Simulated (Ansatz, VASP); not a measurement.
# Two plane-wave programs on Ge32H19N

```
Ge H N
1.0
     8.00162    8.00162    0.00000
    -8.00162    8.00162    0.00000
     0.00000    0.00000   20.91290
Ge H N
32 19 1
Cartesian
  -5.0009 -0.0245 7.1568
  1.0312 -4.1234 7.1674
  0.7861 -0.0828 7.6193
  1.0256 3.9680 7.1660
  3.4884 -4.0294 8.0059
  3.2763 -0.0131 7.3119
  3.4816 3.9860 8.0075
  8.5536 -0.0861 8.0136
  -4.0687 2.1017 6.3365
  0.0822 -2.0327 6.2650
  0.0223 1.8921 6.3383
  0.0832 6.0701 6.3148
  3.9772 -2.1531 6.3447
  3.9468 2.1284 6.3332
  3.9668 5.8663 6.3504
  8.0300 1.7911 6.3728
  -2.0260 1.9992 4.9128
  2.0640 -2.0097 4.7846
  2.0138 2.0127 4.8032
  2.0336 6.0017 4.7776
  6.0153 -2.0136 4.9220
  5.9929 2.0022 4.9243
  5.9987 5.9907 4.9071
  9.9921 2.0091 4.7882
  -2.0004 0.0000 3.4394
  2.0004 -4.0008 3.4394
  2.0004 0.0000 3.4394
  2.0004 4.0008 3.4394
  6.0012 -4.0008 3.4394
  6.0012 0.0000 3.4394
  6.0012 4.0008 3.4394
  10.0020 0.0000 3.4394
  -0.7838 0.0000 2.5000
  -3.2170 0.0000 2.5000
  3.2170 -4.0008 2.5000
  0.7838 -4.0008 2.5000
  3.2170 0.0000 2.5000
  0.7838 0.0000 2.5000
  3.2170 4.0008 2.5000
  0.7838 4.0008 2.5000
  7.2178 -4.0008 2.5000
  4.7846 -4.0008 2.5000
  7.2178 0.0000 2.5000
  4.7846 0.0000 2.5000
  7.2178 4.0008 2.5000
  4.7846 4.0008 2.5000
  11.2186 0.0000 2.5000
  8.7854 0.0000 2.5000
  1.6338 -0.0246 9.1513
  3.5414 0.8959 9.7046
  3.6307 -0.7622 9.7693
  3.1962 0.0278 9.2855
```

Alike in both runs: task single point; functional PBEsol; k mesh 1 × 1 × 1; occupations gaussian, width 0.03 eV; no spin polarisation.

|  | VASP | Ansatz |
| --- | --- | --- |
| version | VASP 6.6.1 | Ansatz 0.2.0 |
| potentials or method | VASP PAW PBE potentials, release 64 (Ge_d, H, N) | scalar-relativistic, plane waves, PAW |
| plane-wave cutoff (eV) | 520 | 420 |
| valence electrons in the cell | 472 | 472 |

```tsv
	VASP	Ansatz	Ansatz less VASP
rms of the force components (eV/Å)	0.142	0.144	+0.0016
```

VASP's potentials were made for PBE, not for PBEsol.
